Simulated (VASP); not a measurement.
Write the native input for VASP 6.6.1 that does the following.

| Property | Result |
| --- | --- |
| Task | single point |
| Functional | PBE |
| Potentials or basis | VASP PAW PBE potentials, release 64 (Hf_pv, Te, W_sv) |
| Cutoff | 520 eV |
| k mesh | 6 × 6 × 6 |
| Occupations | gaussian, width 0.1 eV |
| Spin | no spin polarisation |
| Dipole correction | no |
| Further INCAR settings | ALGO = Fast; EDIFF = 1e-07; NBANDS = 33 |

The structure of HfTe2W2 lies in POSCAR:

```
HfTe2W2
1.0
   -2.3275986000      2.3275986000      5.4148066800
    2.3275986000     -2.3275986000      5.4148066800
    2.3275986000      2.3275986000     -5.4148066800
Hf Te W
1 2 2
Direct
    0.0000000000      0.0000000000      0.0000000000
    0.7500000000      0.2500000000      0.5000000000
    0.2500000000      0.7500000000      0.5000000000
    0.6152910600      0.6152910600      0.0000000000
    0.3847089400      0.3847089400      0.0000000000
```

The cell was generated, and may not be a known phase.

These files were run (other wordings do the same):

INCAR

```
SYSTEM = HfTe2W2
PREC = Accurate
ENCUT = 520
EDIFF = 1E-7
ISMEAR = 0
SIGMA = 0.1
LREAL = .FALSE.
LASPH = .TRUE.
NELM = 80
ALGO = Fast
ISIF = 2
LWAVE = .FALSE.
LCHARG = .FALSE.
GGA = PE
NBANDS = 33
```

KPOINTS

```
Automatic mesh
0
G
  6 6 6
  0 0 0
```

Potentials or basis: VASP PAW PBE potentials, release 64 (Hf_pv, Te, W_sv).

Run with:

```bash
$ cat potpaw_PBE.64/Hf_pv/POTCAR potpaw_PBE.64/Te/POTCAR potpaw_PBE.64/W_sv/POTCAR > POTCAR
$ mpirun -np 1 vasp_std > vasp.out
```

It gave:

```
Pressure               : -3.8 GPa
Largest force          : 1.036 eV/Å
Band gap on the k mesh : zero (bands 25 and 26 overlap by 0.75 eV)
```

Caveat: the stress differs along the axes, from -10 to -0 GPa; spin-orbit coupling is left out, which moves the levels of the heavy elements; forces of over 1 eV/Å act on the atoms, so gaps and moduli don't describe the material at rest.

It took 2.2 min on 1 thread of Intel(R) Xeon(R) 6975P-C (Granite Rapids) (shared host), peak memory 0.39 GiB.
